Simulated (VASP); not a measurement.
# In (C2/m) in VASP: notebook

The runs below take In through single point, with r2SCAN.

Program: VASP 6.6.1. These are calculated values, not measurements. Logs are shortened: lines on timing, memory, paths and dates and some standing lists are left out, and cuts for length are marked.

## 1. The cell of the first run

The structure is monoclinic, space group C2/m (No. 12). The conventional cell has a = 4.492 Å, b = 4.639 Å, c = 3.339 Å, α = 90.00°, β = 130.88°, γ = 90.00°. In (site symmetry 2/m) has 12 In at 3.23 to 3.43 Å within 4.2 Å.

## 2. Single point, r2SCAN

The input, POSCAR:

```
In
1.0
   -1.6190646052      1.6612415974      2.5247666629
    1.6612415974     -1.6190646052      2.5247666629
    1.5669310712      1.5669310712     -2.4970521319
In
1
Direct
    0.0000000000      0.0000000000      0.0000000000
```

The input, INCAR.step1:

```
SYSTEM = In
PREC     = Accurate       ! precision mode
ENCUT    = 520            ! plane-wave cutoff, eV
ISMEAR   = -1             ! smearing method
SIGMA    = 0.03           ! smearing width, eV
LREAL    = .False.        ! projectors in reciprocal space
LASPH    = .True.         ! aspherical terms in the spheres
NELM     = 60             ! most SCF steps
NBANDS   = 12             ! bands
GGA      = PE             ! functional
ALGO     = Normal         ! electronic algorithm
EDIFF    = 1E-4           ! SCF threshold, eV
LWAVE    = .True.         ! write WAVECAR
LCHARG   = .False.        ! write CHGCAR
```

The input, INCAR.step2:

```
SYSTEM = In
PREC     = Accurate       ! precision mode
ENCUT    = 520            ! plane-wave cutoff, eV
EDIFF    = 1E-6           ! SCF threshold, eV
ISMEAR   = -1             ! smearing method
SIGMA    = 0.03           ! smearing width, eV
LREAL    = .False.        ! projectors in reciprocal space
LASPH    = .True.         ! aspherical terms in the spheres
NELM     = 60             ! most SCF steps
ALGO     = Normal         ! electronic algorithm
ISIF     = 2              ! what is computed and relaxed
LWAVE    = .False.        ! write WAVECAR
LCHARG   = .False.        ! write CHGCAR
METAGGA  = R2SCAN         ! meta-GGA
LMIXTAU  = .True.       
NBANDS   = 12             ! bands
ISTART   = 1
```

The input, KPOINTS:

```
regular mesh
0
Gamma
  11 11 14
  0 0 0
```

Potentials or basis: VASP PAW PBE potentials, release 64 (In_d).

Run with:

```bash
cat potpaw_PBE.64/In_d/POTCAR > POTCAR
cp INCAR.step1 INCAR
mpirun -np 1 vasp_std > vasp.out
cp INCAR.step2 INCAR
mpirun -np 1 vasp_std > vasp.out
```

OUTCAR:

```text
SYSTEM = In
   PREC = Accurate
   ENCUT = 520
   EDIFF = 1E-6
   ISMEAR = -1
   LREAL = .False.
   LASPH = .True.
   NELM = 60
   ISIF = 2
   METAGGA = R2SCAN
   ISTART = 1

 ion  position               nearest neighbor table
   1  0.000  0.000  0.000-

  Warning from LATTYP: Got some problem with cell dimensions!
  Tried to take original basis but could not verify dimensions!
  LATTYP: Found a base centered monoclinic cell.
 ALAT       =     4.4919396200
 B/A-ratio  =     1.0327506407
 C/A-ratio  =     0.7432279121
 COS(beta)  =    -0.6544768028

  Lattice vectors:

 A1 = (   0.0521335340,  -3.2281726686,  -0.0277145310)
 A2 = (  -3.2281726686,   0.0521335340,  -0.0277145310)
 A3 = (   1.5669310712,   1.5669310712,  -2.4970521319)

Analysis of symmetry for initial positions (statically):
=====================================================================
 Subroutine PRICEL returns:
 Original cell was already a primitive cell.

 Routine SETGRP: Setting up the symmetry group for a
 base centered monoclinic supercell.

 Subroutine GETGRP returns: Found  4 space group operations
 (whereof  4 operations were pure point group operations)
 out of a pool of  4 trial point group operations.

The static configuration has the point symmetry C_2h.

Analysis of symmetry for dynamics (positions and initial velocities):
=====================================================================
 Subroutine PRICEL returns:
 Original cell was already a primitive cell.

 Routine SETGRP: Setting up the symmetry group for a
 base centered monoclinic supercell.

 Subroutine GETGRP returns: Found  4 space group operations
 (whereof  4 operations were pure point group operations)
 out of a pool of  4 trial point group operations.

The dynamic configuration has the point symmetry C_2h.

 Subroutine INISYM returns: Found  4 space group operations
 (whereof  4 operations are pure point group operations),
 and found     1 'primitive' translations

----------------------------------------------------------------------------------------

                                     Primitive cell

  volume of cell :      26.3001

  direct lattice vectors                    reciprocal lattice vectors
    -1.619064605  1.661241597  2.524766663     0.003298590  0.308148179  0.195436696
     1.661241597 -1.619064605  2.524766663     0.308148179  0.003298590  0.195436696
     1.566931071  1.566931071 -2.497052132     0.314903486  0.314903486 -0.005260558

  length of vectors
     3.428635376  3.428635376  3.338534905     0.364913255  0.364913255  0.445371849

  position of ions in fractional coordinates (direct lattice)
     0.000000000  0.000000000  0.000000000

[... 87 lines left out ...]
   NUPDOWN=      -1.0000    fix difference up-down
   EMIN   =  10.00;   EMAX   =-10.00  energy-range for DOS
   EFERMI =   0.00;   METHOD = LEGACY
   ISMEAR =    -1;   SIGMA  =   0.03  broadening in eV -4-tet -1-fermi 0-gaus
   EFERMI_NEDOS =   21; number of points for ismear=-14 and -15
   IALGO  =     38    algorithm
   IMIX   =      4    mixing-type and parameters
     AMIX     =   0.40;   BMIX     =  1.00
     AMIX_MAG =   1.60;   BMIX_MAG =  1.00
  volume/ion in A,a.u.               =      26.30       177.48
  Fermi-wavevector in a.u.,A,eV,Ry     =   1.294404  2.446069 22.796318  1.675482
  Thomas-Fermi vector in A             =   2.425989
   LORBIT       =      0    0 simple, 1 ext, 2 COOP (PROOUT), +10 PAW based schemes
   METAGGA = R2SCAN    functional components
   LHFCALC =     F    Hartree Fock is set to
   AEXX    =    0.0000 exact exchange contribution
   IVDW    =     0    specifies the selected vdW correction
   LEPSILON=     F    determine dielectric tensor
   LRPA    =     F    only Hartree local field effects (RPA)
 non-spin polarized calculation
  energy-cutoff  :      520.00
  volume of cell :       26.30
 maximum number of plane-waves:       724
 NGX is ok and might be reduce to    28
   NGX = 13   NGY = 13   NGZ = 13

 number of electron      13.0000002 magnetization

 Free energy of the ion-electron system (eV)
  ---------------------------------------------------
  ext. energy  EPLUGINS =         0.00000000
  ---------------------------------------------------
  free energy    TOTEN  =       -22.57216606 eV

  energy without entropy =      -22.57063255  energy(sigma->0) =      -22.57139931

 E-fermi :   7.4368     XC(G=0): -11.0442

 val. band max:        7.4314492888   @ k =  -0.2727   0.0909   0.3571
 cond. band min:       7.4399869259   @ k =  -0.1818   0.2727   0.2143
 fundamental gap:      0.0085376371
 Fermi energy:         7.4367573237

 k-point     1 :       0.0000    0.0000    0.0000
  band No.  band energies     occupation
      1      -7.9031      2.00000
      2      -7.7715      2.00000
      3      -7.7265      2.00000
      4      -7.7044      2.00000
      5      -7.5482      2.00000
      6      -2.5721      2.00000
      7      18.2731      0.00000
      8      18.5019      0.00000
      9      19.0075      0.00000
     10      19.7603      0.00000
     11      21.6723      0.00000
     12      22.0971      0.00000
[... 331 lines left out ...]
 k-point    24 :      -0.1818    0.1818    0.0000
  band No.  band energies     occupation
      1      -7.8419      2.00000
      2      -7.7507      2.00000
      3      -7.6989      2.00000
      4      -7.6606      2.00000
      5      -7.5860      2.00000
      6      -1.5167      2.00000
      7      14.7548      0.00000
      8      15.6022      0.00000
      9      16.0228      0.00000
     10      17.3393      0.00000
     11      19.3763      0.00000
     12      23.9611      0.00000

 [... further k-points ...]

------------------------ aborting loop because EDIFF is reached ----------------------------------------

  FORCE on cell =-STRESS in cart. coord.  units (eV):
  Direction    XX          YY          ZZ          XY          YZ          ZX
  --------------------------------------------------------------------------------------
  -------------------------------------------------------------------------------------
  Total        0.0109892      0.0109892      0.0445073     -0.0024167     -0.0161392     -0.0161392
  in kB        0.6694489      0.6694489      2.7113382     -0.1472236     -0.9831820     -0.9831818
  external PRESSURE =       1.3500786 kB  Pullay stress =       0.0000000 kB

 VOLUME and BASIS-vectors are now :
 -----------------------------------------------------------------------------
  energy-cutoff  :      520.00
  volume of cell :       26.30
      direct lattice vectors                 reciprocal lattice vectors
    -1.619064605  1.661241597  2.524766663     0.003298590  0.308148179  0.195436696
     1.661241597 -1.619064605  2.524766663     0.308148179  0.003298590  0.195436696
     1.566931071  1.566931071 -2.497052132     0.314903486  0.314903486 -0.005260558

 POSITION                                       TOTAL-FORCE (eV/Angst)
 -----------------------------------------------------------------------------------
      0.00000      0.00000      0.00000         0.000000      0.000000      0.000000
 -----------------------------------------------------------------------------------
    total drift:                                0.000000      0.000000      0.000000

  FREE ENERGIE OF THE ION-ELECTRON SYSTEM (eV)
  ---------------------------------------------------
  free  energy   TOTEN  =       -22.5721660619 eV

  energy  without entropy=      -22.5706325514  energy(sigma->0) =      -22.57139931
```

Run time: 7.3 min. Hardware: 1 thread of AMD EPYC 9R45 (Zen 5), shared host; peak memory 0.25 GiB.

Results:

```
Free energy            : -22.5722 eV
Pressure               : 0.1 GPa
Band gap on the k mesh : zero (an odd number of electrons rules out a gap without spin polarisation)
```

Stress tensor (GPa, compression positive):
```
 0.07 -0.01 -0.10
-0.01  0.07 -0.10
-0.10 -0.10  0.27
```

Levels at points of the mesh, in eV from the Fermi level:
```
           k point  band 2  band 3  band 4  band 5  band 6  band 7  band 8  band 9  band 10  band 11
(0.00, 0.00, 0.00)  -15.21  -15.16  -15.14  -14.98  -10.01   10.84   11.07   11.57    12.32    14.24
(0.00, 0.00, 0.50)  -15.37  -14.93  -14.89  -14.79   -1.87   -1.10    3.25    3.88     7.15     7.27
```

Caveat: the PAW data sets were made with another functional, which shifts forces and pressure a little; spin-orbit coupling is left out, which moves the levels of the heavy elements.

## 3. Single point, r2SCAN

POSCAR is that of step 2.

The input, INCAR.step1:

```
SYSTEM = In
  PREC = Accurate
  ENCUT = 520
  ISMEAR = -1
  SIGMA = 0.2
  LREAL = .False.
  LASPH = .True.
  NELM = 80
  NBANDS = 12
  GGA = PE
  ALGO = Normal
  EDIFF = 1E-4
  LWAVE = .True.
  LCHARG = .False.
```

The input, INCAR.step2:

```
SYSTEM = In
  PREC = Accurate
  ENCUT = 520
  EDIFF = 1E-6
  ISMEAR = -1
  SIGMA = 0.2
  LREAL = .False.
  LASPH = .True.
  NELM = 80
  ALGO = Normal
  ISIF = 2
  LWAVE = .False.
  LCHARG = .False.
  METAGGA = R2SCAN
  LMIXTAU = .True.
  NBANDS = 12
  ISTART = 1
```

The input, KPOINTS:

```
Automatic mesh
0
Gamma
  11 11 14
  0 0 0
```

Potentials or basis: VASP PAW PBE potentials, release 64 (In_d).

Run with:

```bash
cat potpaw_PBE.64/In_d/POTCAR > POTCAR
cp INCAR.step1 INCAR
mpirun -np 1 vasp_std > vasp.out
cp INCAR.step2 INCAR
mpirun -np 1 vasp_std > vasp.out
```

Run time: 7.5 min. Hardware: 1 thread of AMD EPYC 9R45 (Zen 5), shared host; peak memory 0.24 GiB.

It converged, with:

```
Free energy            : -22.6009 eV
Pressure               : 0.2 GPa
Band gap on the k mesh : zero (an odd number of electrons rules out a gap without spin polarisation)
```

Stress tensor (GPa, compression positive):
```
 0.21  0.09 -0.14
 0.09  0.21 -0.14
-0.14 -0.14  0.09
```

Levels at points of the mesh, in eV from the Fermi level:
```
           k point  band 2  band 3  band 4  band 5  band 6  band 7  band 8  band 9  band 10  band 11
(0.00, 0.00, 0.00)  -15.20  -15.16  -15.13  -14.98  -10.00   10.85   11.08   11.58    12.33    14.24
(0.00, 0.00, 0.50)  -15.36  -14.92  -14.89  -14.78   -1.86   -1.09    3.26    3.89     7.15     7.28
```

Caveat: the PAW data sets were made with another functional, which shifts forces and pressure a little; spin-orbit coupling is left out, which moves the levels of the heavy elements.

## 4. Single point, r2SCAN

POSCAR is that of step 3.

The input, INCAR.step1:

```
SYSTEM = In
PREC     = Accurate       ! precision mode
ENCUT    = 520            ! plane-wave cutoff, eV
ISMEAR   = -1             ! smearing method
SIGMA    = 0.3            ! smearing width, eV
LREAL    = .False.        ! projectors in reciprocal space
LASPH    = .True.         ! aspherical terms in the spheres
NELM     = 100            ! most SCF steps
NBANDS   = 12             ! bands
GGA      = PE             ! functional
ALGO     = Normal         ! electronic algorithm
EDIFF    = 1E-4           ! SCF threshold, eV
LWAVE    = .True.         ! write WAVECAR
LCHARG   = .False.        ! write CHGCAR
```

The input, INCAR.step2:

```
SYSTEM = In
PREC     = Accurate       ! precision mode
ENCUT    = 520            ! plane-wave cutoff, eV
EDIFF    = 1E-7           ! SCF threshold, eV
ISMEAR   = -1             ! smearing method
SIGMA    = 0.3            ! smearing width, eV
LREAL    = .False.        ! projectors in reciprocal space
LASPH    = .True.         ! aspherical terms in the spheres
NELM     = 100            ! most SCF steps
ALGO     = Normal         ! electronic algorithm
ISIF     = 2              ! what is computed and relaxed
LWAVE    = .False.        ! write WAVECAR
LCHARG   = .True.         ! write CHGCAR
METAGGA  = R2SCAN         ! meta-GGA
LMIXTAU  = .True.       
LELF     = .True.         ! ELF
LVHAR    = .True.       
NBANDS   = 12             ! bands
ISTART   = 1
```

The input, KPOINTS:

```
regular mesh
0
Gamma
  11 11 14
  0 0 0
```

Potentials or basis: VASP PAW PBE potentials, release 64 (In_d).

Run with:

```bash
cat potpaw_PBE.64/In_d/POTCAR > POTCAR
cp INCAR.step1 INCAR
mpirun -np 1 vasp_std > vasp.out
cp INCAR.step2 INCAR
mpirun -np 1 vasp_std > vasp.out
```

OUTCAR:

```text
SYSTEM = In
   PREC = Accurate
   ENCUT = 520
   EDIFF = 1E-7
   ISMEAR = -1
   LREAL = .False.
   LASPH = .True.
   NELM = 100
   ISIF = 2
   METAGGA = R2SCAN
   ISTART = 1

 ion  position               nearest neighbor table
   1  0.000  0.000  0.000-

  Warning from LATTYP: Got some problem with cell dimensions!
  Tried to take original basis but could not verify dimensions!
  LATTYP: Found a base centered monoclinic cell.
 ALAT       =     4.4919396200
 B/A-ratio  =     1.0327506407
 C/A-ratio  =     0.7432279121
 COS(beta)  =    -0.6544768028

  Lattice vectors:

 A1 = (   0.0521335340,  -3.2281726686,  -0.0277145310)
 A2 = (  -3.2281726686,   0.0521335340,  -0.0277145310)
 A3 = (   1.5669310712,   1.5669310712,  -2.4970521319)

Analysis of symmetry for initial positions (statically):
=====================================================================
 Subroutine PRICEL returns:
 Original cell was already a primitive cell.

 Routine SETGRP: Setting up the symmetry group for a
 base centered monoclinic supercell.

 Subroutine GETGRP returns: Found  4 space group operations
 (whereof  4 operations were pure point group operations)
 out of a pool of  4 trial point group operations.

The static configuration has the point symmetry C_2h.

Analysis of symmetry for dynamics (positions and initial velocities):
=====================================================================
 Subroutine PRICEL returns:
 Original cell was already a primitive cell.

 Routine SETGRP: Setting up the symmetry group for a
 base centered monoclinic supercell.

 Subroutine GETGRP returns: Found  4 space group operations
 (whereof  4 operations were pure point group operations)
 out of a pool of  4 trial point group operations.

The dynamic configuration has the point symmetry C_2h.

 Subroutine INISYM returns: Found  4 space group operations
 (whereof  4 operations are pure point group operations),
 and found     1 'primitive' translations

----------------------------------------------------------------------------------------

                                     Primitive cell

[... 117 lines left out ...]
   LEPSILON=     F    determine dielectric tensor
   LRPA    =     F    only Hartree local field effects (RPA)
 non-spin polarized calculation
  energy-cutoff  :      520.00
  volume of cell :       26.30
 maximum number of plane-waves:       724
 NGX is ok and might be reduce to    28
   NGX = 13   NGY = 13   NGZ = 13

 number of electron      13.0000002 magnetization

 Free energy of the ion-electron system (eV)
  ---------------------------------------------------
  ext. energy  EPLUGINS =         0.00000000
  ---------------------------------------------------
  free energy    TOTEN  =       -22.63710708 eV

  energy without entropy =      -22.50653034  energy(sigma->0) =      -22.57181871

 E-fermi :   7.4280     XC(G=0): -11.0445

 val. band max:        7.4276781401   @ k =  -0.3636  -0.4545   0.2143
 cond. band min:       7.4311028724   @ k =  -0.2727   0.0909   0.3571
 fundamental gap:      0.0034247322
 Fermi energy:         7.4280112756

 k-point     1 :       0.0000    0.0000    0.0000
  band No.  band energies     occupation
      1      -7.9054      2.00000
      2      -7.7724      2.00000
      3      -7.7279      2.00000
      4      -7.7052      2.00000
      5      -7.5503      2.00000
      6      -2.5720      2.00000
      7      18.2722      0.00000
      8      18.5017      0.00000
      9      19.0064      0.00000
     10      19.7614      0.00000
     11      21.6711      0.00000
     12      22.0962      0.00000
[... 331 lines left out ...]
 k-point    24 :      -0.1818    0.1818    0.0000
  band No.  band energies     occupation
      1      -7.8427      2.00000
      2      -7.7530      2.00000
      3      -7.7003      2.00000
      4      -7.6620      2.00000
      5      -7.5874      2.00000
      6      -1.5166      2.00000
      7      14.7541      0.00000
      8      15.6002      0.00000
      9      16.0225      0.00000
     10      17.3399      0.00000
     11      19.3745      0.00000
     12      23.9590      0.00000

 [... further k-points ...]

------------------------ aborting loop because EDIFF is reached ----------------------------------------

  FORCE on cell =-STRESS in cart. coord.  units (eV):
  Direction    XX          YY          ZZ          XY          YZ          ZX
  --------------------------------------------------------------------------------------
  -------------------------------------------------------------------------------------
  Total        0.0618024      0.0618024      0.0430111      0.0181340     -0.0186794     -0.0186794
  in kB        3.7649402      3.7649402      2.6201925      1.1047067     -1.1379321     -1.1379309
  external PRESSURE =       3.3833576 kB  Pullay stress =       0.0000000 kB

 VOLUME and BASIS-vectors are now :
 -----------------------------------------------------------------------------
  energy-cutoff  :      520.00
  volume of cell :       26.30
      direct lattice vectors                 reciprocal lattice vectors
    -1.619064605  1.661241597  2.524766663     0.003298590  0.308148179  0.195436696
     1.661241597 -1.619064605  2.524766663     0.308148179  0.003298590  0.195436696
     1.566931071  1.566931071 -2.497052132     0.314903486  0.314903486 -0.005260558

 POSITION                                       TOTAL-FORCE (eV/Angst)
 -----------------------------------------------------------------------------------
      0.00000      0.00000      0.00000         0.000000      0.000000     -0.000000
 -----------------------------------------------------------------------------------
    total drift:                                0.000000      0.000000      0.000000

  FREE ENERGIE OF THE ION-ELECTRON SYSTEM (eV)
  ---------------------------------------------------
  free  energy   TOTEN  =       -22.6371070809 eV

  energy  without entropy=      -22.5065303351  energy(sigma->0) =      -22.57181871
```

Run time: 7.6 min. Hardware: 1 thread of AMD EPYC 9R45 (Zen 5), shared host; peak memory 0.25 GiB.

What came out:

* Free energy: -22.6371 eV
* Pressure: 0.3 GPa
* Band gap on the k mesh: zero (an odd number of electrons rules out a gap without spin polarisation)

Levels at points of the mesh, in eV from the Fermi level:
```tsv
k point	band 3	band 4	band 5	band 6	band 7	band 8	band 9	band 10
(0.00, 0.00, 0.00)	-15.16	-15.13	-14.98	-10.00	10.84	11.07	11.58	12.33
(0.00, 0.00, 0.50)	-14.92	-14.89	-14.78	-1.86	-1.09	3.26	3.89	7.15
```

Caveat: so wide a smearing shifts energies and pressures; the PAW data sets were made with another functional, which shifts forces and pressure a little; spin-orbit coupling is left out, which moves the levels of the heavy elements.

## 5. Overview

```tsv
smearing	gap on the mesh (eV)	pressure (GPa)
fermi-dirac 0.03 eV	none	0.1
fermi-dirac 0.2 eV	none	0.2
fermi-dirac 0.3 eV	none	0.3
```

Alike in all rows: task single point; level r2SCAN; potentials or basis VASP PAW PBE potentials, release 64 (In_d); no spin polarisation; cell as given; k mesh 11 × 11 × 14; cutoff (eV) 520.

Caveats: the PAW data sets were made with another functional, which shifts forces and pressure a little; spin-orbit coupling is left out, which moves the levels of the heavy elements; so wide a smearing shifts energies and pressures (at least some runs).

Absolute energies hang on the potentials; compare differences alone.
